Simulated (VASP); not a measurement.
# CuO (P4/mmm) in VASP: notebook

CuO is run at these levels: PBEsol, r2SCAN, PBE; tasks: single point.

Program: VASP 6.6.1. These are calculated values, not measurements. Logs are shortened: lines on timing, memory, paths and dates and some standing lists are left out, and cuts for length are marked.

**1. The cell of the first run**

Symmetry: P4/mmm, No. 123, tetragonal system. Conventional cell: a = 4.161 Å, b = 4.161 Å, c = 3.888 Å, α = 90.00°, β = 90.00°, γ = 90.00°. Within 2.6 Å of Cu (site symmetry mmm) lie 4 O at 1.94 to 2.08 Å. Within 2.6 Å of Cu (site symmetry 4/mmm) lie 6 O at 1.94 to 2.08 Å. Within 2.6 Å of O (site symmetry 4/mmm) lie 6 Cu at 1.94 to 2.08 Å. Within 2.6 Å of O (site symmetry mmm) lie 4 Cu at 1.94 to 2.08 Å.

**2. Single point, PBEsol**

Input file INCAR:

```
ALGO = Normal ; EDIFF = 1E-7
ENCUT = 520 ; GGA = PS
ISIF = 2 ; ISMEAR = -1
LASPH = T ; LCHARG = F
LREAL = F ; LWAVE = F
NBANDS = 34 ; NELM = 60
PREC = Accurate ; SIGMA = 0.05
```

Input file KPOINTS:

```
k-points
0
Gamma
  6 6 6
```

Input file POSCAR:

```
CuO
1.0
    4.1609370000      0.0000000000      0.0000000000
    0.0000000000      4.1609370000      0.0000000000
    0.0000000000      0.0000000000      3.8876430000
Cu O
3 3
Direct
    0.5000000000      0.0000000000      0.5000000000
    0.0000000000      0.5000000000      0.5000000000
    0.0000000000      0.0000000000      0.0000000000
    0.0000000000      0.0000000000      0.5000000000
    0.5000000000      0.0000000000      0.0000000000
    0.0000000000      0.5000000000      0.0000000000
```

Potentials or basis: VASP PAW PBE potentials, release 64 (Cu, O).

Started as:

```bash
cat potpaw_PBE.64/Cu/POTCAR potpaw_PBE.64/O/POTCAR > POTCAR
mpirun -np 1 vasp_std > vasp.out
```

OUTCAR:

```text
EDIFF = 1E-7
   ENCUT = 520
   GGA = PS
   ISIF = 2
   ISMEAR = -1
   LASPH = T
   LREAL = F
   NELM = 60
   PREC = Accurate

 ion  position               nearest neighbor table
   1  0.500  0.000  0.500-   5 1.94   5 1.94   4 2.08   4 2.08
   2  0.000  0.500  0.500-   6 1.94   6 1.94   4 2.08   4 2.08
   3  0.000  0.000  0.000-   4 1.94   4 1.94   6 2.08   5 2.08   6 2.08   5 2.08
   4  0.000  0.000  0.500-   3 1.94   3 1.94   1 2.08   2 2.08   2 2.08   1 2.08
   5  0.500  0.000  0.000-   1 1.94   1 1.94   3 2.08   3 2.08
   6  0.000  0.500  0.000-   2 1.94   2 1.94   3 2.08   3 2.08

  LATTYP: Found a simple tetragonal cell.
 ALAT       =     4.1609370000
 C/A-ratio  =     0.9343191209

  Lattice vectors:

 A1 = (   4.1609370000,   0.0000000000,   0.0000000000)
 A2 = (   0.0000000000,   4.1609370000,   0.0000000000)
 A3 = (   0.0000000000,   0.0000000000,   3.8876430000)

Analysis of symmetry for initial positions (statically):
=====================================================================
 Subroutine PRICEL returns:
 Original cell was already a primitive cell.

 Routine SETGRP: Setting up the symmetry group for a
 simple tetragonal supercell.

 Subroutine GETGRP returns: Found 16 space group operations
 (whereof 16 operations were pure point group operations)
 out of a pool of 16 trial point group operations.

The static configuration has the point symmetry D_4h.

Analysis of symmetry for dynamics (positions and initial velocities):
=====================================================================
 Subroutine PRICEL returns:
 Original cell was already a primitive cell.

 Routine SETGRP: Setting up the symmetry group for a
 simple tetragonal supercell.

 Subroutine GETGRP returns: Found 16 space group operations
 (whereof 16 operations were pure point group operations)
 out of a pool of 16 trial point group operations.

The dynamic configuration has the point symmetry D_4h.

 Subroutine INISYM returns: Found 16 space group operations
 (whereof 16 operations are pure point group operations),
 and found     1 'primitive' translations

----------------------------------------------------------------------------------------

                                     Primitive cell

  volume of cell :      67.3083

  direct lattice vectors                    reciprocal lattice vectors
     4.160937000  0.000000000  0.000000000     0.240330483  0.000000000  0.000000000
     0.000000000  4.160937000  0.000000000     0.000000000  0.240330483  0.000000000
     0.000000000  0.000000000  3.887643000     0.000000000  0.000000000  0.257225265

  length of vectors
     4.160937000  4.160937000  3.887643000     0.240330483  0.240330483  0.257225265

  position of ions in fractional coordinates (direct lattice)
     0.500000000  0.000000000  0.500000000
     0.000000000  0.500000000  0.500000000
     0.000000000  0.000000000  0.000000000
     0.000000000  0.000000000  0.500000000
     0.500000000  0.000000000  0.000000000
     0.000000000  0.500000000  0.000000000

  ion indices of the primitive-cell ions
   primitive index   ion index
                 1           1
                 2           2
                 3           3
                 4           4
                 5           5
                 6           6

----------------------------------------------------------------------------------------

 KPOINTS: k-points

Automatic generation of k-mesh.
 Grid dimensions read from file:
 generate k-points for:    6    6    6

 Generating k-lattice:

  Cartesian coordinates                     Fractional coordinates (reciprocal lattice)
     0.040055081  0.000000000  0.000000000     0.166666667  0.000000000  0.000000000
     0.000000000  0.040055081  0.000000000     0.000000000  0.166666667  0.000000000
     0.000000000  0.000000000  0.042870877     0.000000000  0.000000000  0.166666667

  Length of vectors
     0.040055081  0.040055081  0.042870877

  Shift w.r.t. Gamma in fractional coordinates (k-lattice)
     0.000000000  0.000000000  0.000000000

 Subroutine IBZKPT returns following result:
 ===========================================

 Found     40 irreducible k-points:

 Following reciprocal coordinates:
            Coordinates               Weight
  0.000000  0.000000  0.000000      1.000000
  0.166667  0.000000  0.000000      4.000000
  0.333333  0.000000  0.000000      4.000000
  0.500000  0.000000  0.000000      2.000000
  0.166667  0.166667  0.000000      4.000000
  0.333333  0.166667  0.000000      8.000000
[... 16 lines left out ...]
  0.333333  0.000000  0.333333      8.000000
  0.500000  0.000000  0.333333      4.000000
 [... further k-points ...]
   k-points           NKPTS =     40   k-points in BZ     NKDIM =     40   number of bands    NBANDS=     34
   number of dos      NEDOS =    301   number of ions     NIONS =      6
   total plane-waves  NPLWV =  30720
   dimension x,y,z NGX =    32 NGY =   32 NGZ =   30
   dimension x,y,z NGXF=    64 NGYF=   64 NGZF=   60
   ions per type =               3   3
   NGX,Y,Z   is equivalent  to a cutoff of  12.79, 12.79, 12.83 a.u.
   NGXF,Y,Z  is equivalent  to a cutoff of  25.57, 25.57, 25.66 a.u.
 SYSTEM =  unknown system
   PREC   = accura    normal or accurate (medium, high low for compatibility)
   ISTART =      0    job   : 0-new  1-cont  2-samecut
   ICHARG =      2    charge: 1-file 2-atom 10-const
   ISPIN  =      1    spin polarized calculation?
   LNONCOLLINEAR =      F non collinear calculations
   LSORBIT =      F    spin-orbit coupling
   LASPH  =      T    aspherical Exc in radial PAW
   ENCUT  =  520.0 eV  38.22 Ry    6.18 a.u.   7.74  7.74  7.23*2*pi/ulx,y,z
   NELM   =     60;   NELMIN=  2; NELMDL= -5     # of ELM steps
   EDIFF  = 0.1E-06   stopping-criterion for ELM
   LREAL  =      F    real-space projection
   EDIFFG = 0.1E-05   stopping-criterion for IOM
   NSW    =      0    number of steps for IOM
   IBRION =     -1    ionic relax: 0-MD 1-quasi-New 2-CG
   NFREE  =      0    steps in history (QN), initial steepest desc. (CG)
   ISIF   =      2    stress and relaxation
   ISYM   =      2    0-nonsym 1-usesym 2-fastsym
   POTIM  = 0.5000    time-step for ionic-motion
   TEBEG  =    0.0;   TEEND  =   0.0 temperature during run
   PSTRESS=    0.0 pullay stress
   NELECT =      51.0000    total number of electrons
   NUPDOWN=      -1.0000    fix difference up-down
   EMIN   =  10.00;   EMAX   =-10.00  energy-range for DOS
   EFERMI =   0.00;   METHOD = LEGACY
   ISMEAR =    -1;   SIGMA  =   0.05  broadening in eV -4-tet -1-fermi 0-gaus
   EFERMI_NEDOS =   21; number of points for ismear=-14 and -15
   IALGO  =     38    algorithm
   IMIX   =      4    mixing-type and parameters
     AMIX     =   0.40;   BMIX     =  1.00
     AMIX_MAG =   1.60;   BMIX_MAG =  1.00
  volume/ion in A,a.u.               =      11.22        75.70
  Fermi-wavevector in a.u.,A,eV,Ry     =   1.492481  2.820379 30.306951  2.227498
  Thomas-Fermi vector in A             =   2.605003
   LORBIT       =      0    0 simple, 1 ext, 2 COOP (PROOUT), +10 PAW based schemes
   GGA     = PS    functional components
   LHFCALC =     F    Hartree Fock is set to
   AEXX    =    0.0000 exact exchange contribution
   IVDW    =     0    specifies the selected vdW correction
   LEPSILON=     F    determine dielectric tensor
   LRPA    =     F    only Hartree local field effects (RPA)
 non-spin polarized calculation
  energy-cutoff  :      520.00
  volume of cell :       67.31
 maximum number of plane-waves:      1828
 NGX is ok and might be reduce to    32
   NGX = 15   NGY = 15   NGZ = 15

 number of electron      51.0000005 magnetization

 Free energy of the ion-electron system (eV)
  ---------------------------------------------------
  ext. energy  EPLUGINS =         0.00000000
  ---------------------------------------------------
  free energy    TOTEN  =       -30.54058877 eV

  energy without entropy =      -30.49957057  energy(sigma->0) =      -30.52007967

 E-fermi :   3.9356     XC(G=0): -11.4398

 val. band max:        3.9275860286   @ k =   0.5000   0.1667   0.5000
 cond. band min:       3.9360575072   @ k =   0.1667   0.1667   0.5000
 fundamental gap:      0.0084714786
 Fermi energy:         3.9356341303

 k-point     1 :       0.0000    0.0000    0.0000
  band No.  band energies     occupation
      1     -15.6986      2.00000
      2     -13.7109      2.00000
      3     -13.2898      2.00000
      4      -1.9461      2.00000
      5      -1.7928      2.00000
      6      -1.7928      2.00000
[... 26 lines left out ...]
     33      14.9219      0.00000
     34      15.5562      0.00000

 k-point     2 :       0.1667    0.0000    0.0000
  band No.  band energies     occupation
      1     -15.6473      2.00000
      2     -13.6903      2.00000
      3     -13.3269      2.00000
      4      -1.9891      2.00000
      5      -1.9124      2.00000
      6      -1.7947      2.00000
[... 26 lines left out ...]
     33      15.5561      0.00000
     34      15.6955      0.00000

 k-point     3 :       0.3333    0.0000    0.0000
  band No.  band energies     occupation
      1     -15.5386      2.00000
      2     -13.6366      2.00000
      3     -13.4218      2.00000
      4      -2.2676      2.00000
      5      -1.8313      2.00000
      6      -1.7989      2.00000
[... 26 lines left out ...]
     33      15.5533      0.00000
     34      16.1796      0.00000
[... 704 lines left out ...]
 k-point    23 :       0.3333    0.0000    0.3333
  band No.  band energies     occupation
      1     -15.2828      2.00000
      2     -13.6008      2.00000
      3     -13.2618      2.00000
      4      -3.0940      2.00000
      5      -2.7266      2.00000
      6      -1.7222      2.00000
[... 26 lines left out ...]
     33      14.5402      0.00000
     34      16.2399      0.00000

 k-point    24 :       0.5000    0.0000    0.3333
  band No.  band energies     occupation
      1     -15.2445      2.00000
      2     -13.4584      2.00000
      3     -13.3923      2.00000
      4      -3.1182      2.00000
      5      -3.0865      2.00000
      6      -1.7473      2.00000
[... 26 lines left out ...]
     33      15.1084      0.00000
     34      16.0133      0.00000

 [... further k-points ...]
[... 5 lines left out ...]
  --------------------------------------------------------------------------------------
  -------------------------------------------------------------------------------------
  Total       -1.4583429     -1.4583429     -3.1809294      0.0000000      0.0000000      0.0000000
  in kB      -34.7137538    -34.7137538    -75.7174467      0.0000000      0.0000000      0.0000000
  external PRESSURE =     -48.3816514 kB  Pullay stress =       0.0000000 kB

 VOLUME and BASIS-vectors are now :
 -----------------------------------------------------------------------------
  energy-cutoff  :      520.00
  volume of cell :       67.31
      direct lattice vectors                 reciprocal lattice vectors
     4.160937000  0.000000000  0.000000000     0.240330483  0.000000000  0.000000000
     0.000000000  4.160937000  0.000000000     0.000000000  0.240330483  0.000000000
     0.000000000  0.000000000  3.887643000     0.000000000  0.000000000  0.257225265

 POSITION                                       TOTAL-FORCE (eV/Angst)
 -----------------------------------------------------------------------------------
      2.08047      0.00000      1.94382         0.000000      0.000000      0.000000
      0.00000      2.08047      1.94382         0.000000      0.000000      0.000000
      0.00000      0.00000      0.00000         0.000000      0.000000      0.000000
      0.00000      0.00000      1.94382         0.000000      0.000000      0.000000
      2.08047      0.00000      0.00000         0.000000      0.000000      0.000000
      0.00000      2.08047      0.00000         0.000000      0.000000      0.000000
 -----------------------------------------------------------------------------------
    total drift:                                0.000000      0.000000     -0.000000

  FREE ENERGIE OF THE ION-ELECTRON SYSTEM (eV)
  ---------------------------------------------------
  free  energy   TOTEN  =       -30.5405887735 eV

  energy  without entropy=      -30.4995705678  energy(sigma->0) =      -30.52007967
```

Wall time 1.9 min (1 thread of Intel Xeon Platinum 8259CL at 2.50GHz (Skylake/Cascade Lake), shared host); peak memory 0.22 GiB.

Results:

```
Free energy            : -30.5406 eV
Pressure               : -4.8 GPa
Band gap on the k mesh : zero (an odd number of electrons rules out a gap without spin polarisation)
```

Stress tensor (GPa, compression positive):
```
-3.47  0.00  0.00
 0.00 -3.47  0.00
 0.00  0.00 -7.57
```

Levels at points of the mesh, in eV from the Fermi level:
| k point | band 22 | band 23 | band 24 | band 25 | band 26 | band 27 | band 28 | band 29 | band 30 | band 31 |
| --- | --- | --- | --- | --- | --- | --- | --- | --- | --- | --- |
| (0.00, 0.00, 0.00) | -1.68 | -1.50 | -1.46 | -1.42 | -1.42 | -1.35 | 1.29 | 6.07 | 7.54 | 8.79 |
| (0.50, 0.00, 0.00) | -1.63 | -1.52 | -1.47 | -0.94 | -0.70 | -0.58 | 3.83 | 3.97 | 8.50 | 8.53 |
| (0.50, 0.50, 0.00) | -1.39 | -1.33 | -0.72 | -0.45 | -0.45 | 1.02 | 3.59 | 6.28 | 6.28 | 8.43 |
| (0.00, 0.00, 0.50) | -1.11 | -1.11 | -0.70 | -0.15 | -0.15 | 0.03 | 5.09 | 6.72 | 7.66 | 7.66 |
| (0.50, 0.00, 0.50) | -1.05 | -0.81 | -0.43 | -0.05 | 1.24 | 1.28 | 4.64 | 6.49 | 7.52 | 8.13 |
| (0.50, 0.50, 0.50) | -0.34 | 0.21 | 1.27 | 1.28 | 1.33 | 1.33 | 1.88 | 6.91 | 8.24 | 8.24 |

Caveat: the cell stands under tension; the PAW data sets were made with another functional, which shifts forces and pressure a little; an odd number of electrons without spin polarisation forces a metal; a magnetic or distorted state may lie lower; semilocal functionals often make such compounds metallic where correlation or magnetic order opens a gap, which also shifts bond lengths. With open d or f shells a metallic result of PBEsol can be an artefact of self-interaction; +U or a hybrid may open a gap.

(Continued in part 2 of 2.)
